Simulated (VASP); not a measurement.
Write the native input for VASP 6.6.1 that does the following.

* Task: single point
* Functional: PBE
* Potentials or basis: VASP PAW PBE potentials, release 64 (Zn)
* Cutoff: 520 eV
* k mesh: 1 × 1 × 27
* Occupations: gaussian, width 0.05 eV
* Spin: collinear spin, ferromagnetic start
* Starting moments: [0.5] μB
* Dipole correction: no
* Further INCAR settings: ALGO = Normal; EDIFF = 1e-06; NBANDS = 16

The structure of Zn lies in POSCAR:

```
Zn
1.0
    9.0000000000      0.0000000000      0.0000000000
    0.0000000000      9.3000000000      0.0000000000
    0.0000000000      0.0000000000      2.3699905891
Zn
1
Direct
    0.5000000000      0.5000000000      0.0000000000
```

The input as run:

INCAR

```
  ALGO = Normal
  EDIFF = 1E-6
  ENCUT = 520
  GGA = PE
  ISIF = 2
  ISMEAR = 0
  ISPIN = 2
  LASPH = T
  LCHARG = F
  LORBIT = 11
  LREAL = F
  LWAVE = F
  MAGMOM = 0.5
  NBANDS = 16
  NELM = 150
  PREC = Accurate
  SIGMA = 0.05
```

KPOINTS

```
k-points
0
Gamma
  1 1 27
```

Potentials or basis: VASP PAW PBE potentials, release 64 (Zn).

Command:

```bash
$ cat potpaw_PBE.64/Zn/POTCAR > POTCAR
$ mpirun -np 1 vasp_std > vasp.out
```

Results of the run:

* Net moment: 0.15 μB per cell
* Site moments: Zn +0.03 μB
* Valence electrons inside the program's atomic spheres: Zn 10.74

It took 56 s on 1 thread of Intel(R) Xeon(R) 6975P-C (Granite Rapids) (shared host), peak memory 0.36 GiB.
